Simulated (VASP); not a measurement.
Runs of VASP 6.6.1 on PbSe. The structure is that of space group P6_3/mmc (No. 194), or close to it. The cells are those of the table. 

```tsv
task	level	potentials or basis	cell	cutoff (eV)	smearing	gap on the mesh (eV)	pressure (GPa)	relaxed volume (Å³/atom)
single point	PBE	VASP PAW PBE potentials, release 64 (Pb_d, Se)	a = 5.174, b = 5.174, c = 6.213 Å, angles 90.0, 90.0, 120.0°, 4 atoms	520	fermi-dirac 0.02 eV	(b)	0.8	-
single point	PBE	VASP PAW PBE potentials, release 64 (Pb_d, Se)	a = 5.207, b = 5.207, c = 6.261 Å, angles 90.0, 90.0, 120.0°, 4 atoms	520	fermi-dirac 0.02 eV	1.18	0.0	-
single point	LDA	VASP PAW LDA potentials, release 64 (Pb_d, Se)	a = 5.174, b = 5.174, c = 6.213 Å, angles 90.0, 90.0, 120.0°, 4 atoms	520	gaussian 0.01 eV	(a)	-2.4	-
single point	r2SCAN	VASP PAW PBE potentials, release 64 (Pb_d, Se)	a = 5.174, b = 5.174, c = 6.213 Å, angles 90.0, 90.0, 120.0°, 4 atoms	520	gaussian 0.01 eV	1.48	0.0	-
relaxation of cell and atoms	PBEsol	VASP PAW PBE potentials, release 64 (Pb_d, Se)	relaxed from a = 5.207, b = 5.207, c = 6.261 Å, angles 90.0, 90.0, 120.0°, 4 atoms	600	fermi-dirac 0.02 eV	1.04	0.0	34.91
relaxation of cell and atoms	PBE	VASP PAW PBE potentials, release 64 (Pb_d, Se)	relaxed from a = 4.569, b = 4.569, c = 5.711 Å, angles 90.0, 90.0, 120.0°, 4 atoms	600	fermi-dirac 0.02 eV	1.18	0.0	36.77
single point	r2SCAN	VASP PAW PBE potentials, release 64 (Pb_d, Se)	a = 5.174, b = 5.174, c = 6.213 Å, angles 90.0, 90.0, 120.0°, 4 atoms	520	fermi-dirac 0.02 eV	1.48	0.0	-
single point	PBEsol	VASP PAW PBE potentials, release 64 (Pb_d, Se)	a = 5.121, b = 5.121, c = 6.146 Å, angles 90.0, 90.0, 120.0°, 4 atoms	520	fermi-dirac 0.02 eV	1.04	0.0	-
```

Alike in all rows: no spin polarisation; k mesh 6 × 6 × 4.

**Question.** Estimate the missing entries.

**Answer.** (a) 1.03; (b) 1.16.

Caveats: spin-orbit coupling is left out, which moves the levels of the heavy elements; the PAW data sets were made with another functional, which shifts forces and pressure a little (some runs); the volume moved by over 15 % at a fixed basis, so the end points are rough (some runs).

A k mesh can miss the band edges, and the runs leave out spin-orbit coupling on Pb, Se.
